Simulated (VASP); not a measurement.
**TiAl: single point with PBEsol**

Crystal: TiAl.

```
CELL_PARAMETERS angstrom
2.72875 0.00000 0.00000
-1.36437 2.36316 0.00000
0.00000 0.00000 4.42648
ATOMIC_POSITIONS crystal
Ti 0.00000 0.00000 0.00000
Al 0.33333 0.66667 0.50000
```

```json
{
  "Program": "VASP 6.6.1",
  "Task": "single point",
  "Functional": "PBEsol",
  "Potentials or basis": "VASP PAW PBE potentials, release 64 (Ti_sv, Al)",
  "Cutoff": "520 eV",
  "k mesh": "21 × 21 × 12",
  "Occupations": "gaussian, width 0.15 eV",
  "Spin": "collinear spin",
  "Starting moments": "[0.5, 0.0] μB",
  "Fixed moment": "0.5 μB",
  "Dipole correction": "no",
  "Further INCAR settings": "ALGO = Normal; EDIFF = 1e-07; NBANDS = 18"
}
```

| Item | Value |
| --- | --- |
| Pressure | 18.5 GPa |
| Net moment | 0.50 μB per cell |
| Site moments | Ti +0.29; Al +0.02 μB |
| Valence electrons inside the program's atomic spheres | Ti 10.47; Al 0.88 |

Stress tensor (GPa, compression positive):
```
17.87  0.00  0.00
 0.00 17.87  0.00
 0.00  0.00 19.80
```

It took 5.5 min on 1 thread of Intel Xeon 8259CL, with other jobs on the host, peak memory 0.36 GiB.

Caveat: the cell stands under pressure; the PAW data sets were made with another functional, which shifts forces and pressure a little; the total moment is fixed, so each spin has its own Fermi level.
